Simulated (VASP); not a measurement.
SeS:

```xyz
2
Lattice="0.0000 2.9755 2.9755 2.9755 0.0000 2.9755 2.9755 2.9755 0.0000" Properties=species:S:1:pos:R:3 pbc="T T T"
Se    0.0000    0.0000    0.0000
S     4.4633    4.4633    4.4633
```

| Item | Value |
| --- | --- |
| Program | VASP 6.6.1 |
| Task | relaxation of cell and atoms |
| Functional | PBE |
| Potentials or basis | VASP PAW PBE potentials, release 64 (Se, S) |
| Cutoff | 600 eV |
| k mesh | 16 × 16 × 16 |
| Occupations | gaussian, width 0.1 eV |
| Spin | no spin polarisation |

At the start: pressure 2.7 GPa; volume 26.34 Å³/atom.

Task: Where does the relaxation end?

Result: Over 3 steps the energy falls by 12.2 meV/atom and the volume is 27.88 Å³/atom (+5.8 %); space group F-43m (No. 216, to 0.1 Å) before and after.

The path:
```csv
step,energy change (eV),largest force (eV/Å),pressure (GPa),volume (Å³)
1,0.0000,0.0000,2.65,52.69
2,-0.0241,0.0000,-0.23,56.09
3,-0.0243,0.0000,0.00,55.77
```

Final structure:
```yaml
crystal:
  lattice:
    - [0.00000, 3.03235, 3.03235]
    - [3.03235, 0.00000, 3.03235]
    - [3.03235, 3.03235, 0.00000]
  atoms:
    - { symbol: Se, position: [0.00000, 0.00000, 0.00000] }
    - { symbol: S, position: [0.75000, 0.75000, 0.75000] }
```
